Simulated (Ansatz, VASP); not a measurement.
# One calculation of CdH2O2, two programs

```
Cd H O
1.0
     3.46279    0.00000    0.00000
    -1.73140    2.99887    0.00000
     0.00000    0.00000    4.57333
Cd H O
1 2 2
Direct
  0.00000 0.00000 0.00000
  0.66667 0.33333 0.55096
  0.33333 0.66667 0.44904
  0.66667 0.33333 0.75937
  0.33333 0.66667 0.24063
```

Change from the starting cell: strain -0.015 along x and y, -0.015 along z, atoms carried along.

Alike in both runs: task single point; functional PBEsol; k mesh 9 × 9 × 6; occupations gaussian, width 0.05 eV; no spin polarisation.

|  | VASP | Ansatz |
| --- | --- | --- |
| version | VASP 6.6.1 | Ansatz 0.2.0 |
| potentials or method | VASP PAW PBE potentials, release 64 (Cd_sv_GW, H, O), cutoff 700 eV | scalar-relativistic, plane waves, PAW |
| valence electrons in the cell | 34 | 34 |

```tsv
	VASP	Ansatz	Ansatz less VASP
gap on the k mesh at the Fermi level (eV)	1.75	1.75	+0.002
least direct gap on the mesh (eV)	2.09	2.09	0.000
pressure (GPa)	5.1	5.0	-0.07
traceless stress, the component that is largest in VASP (GPa)	4.91	4.18	-0.733
rms of the force components (eV/Å)	0.673	0.592	-0.0810
```

VASP's potentials were made for PBE, not for PBEsol. Atom by atom the forces differ by 0.081 eV/Å (rms over components).
